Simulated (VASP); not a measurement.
Al: single point with PBE0

Crystal: Al.

```
CELL_PARAMETERS angstrom
-1.59122 1.59122 1.59122
1.59122 -1.59122 1.59122
1.59122 1.59122 -1.59122
ATOMIC_POSITIONS crystal
Al 0.00000 0.00000 0.00000
```

This isn't the form of Al at room conditions, which is fcc.

```
Program             : VASP 6.6.1
Task                : single point
Functional          : PBE0
Potentials or basis : VASP PAW PBE potentials, release 64 (Al)
Cutoff              : 520 eV
k mesh              : 6 × 6 × 6
Occupations         : fermi-dirac, width 0.05 eV
Spin                : no spin polarisation
```

```json
{
 "Pressure": "3.2 GPa",
 "Band gap on the k mesh": "zero (an odd number of electrons rules out a gap without spin polarisation)"
}
```

Levels at points of the mesh, in eV from the Fermi level:
```
           k point  band 1  band 2  band 3  band 4  band 5
(0.00, 0.00, 0.00)  -13.60   14.71   14.71   14.71   16.38
(0.50, 0.00, 0.00)   -5.75   -5.11    9.32    9.35   11.13
(0.50, 0.50, 0.50)    3.72    3.72    3.72    4.71    4.71
```

It took 99 s on 1 thread of AMD EPYC 7R13 (shared host), peak memory 0.1 GiB.

Caveat: the k points lie up to 0.47 Å⁻¹ apart, too coarse for converged energies and pressures of a metal; the PAW data sets were made with another functional, which shifts forces and pressure a little.
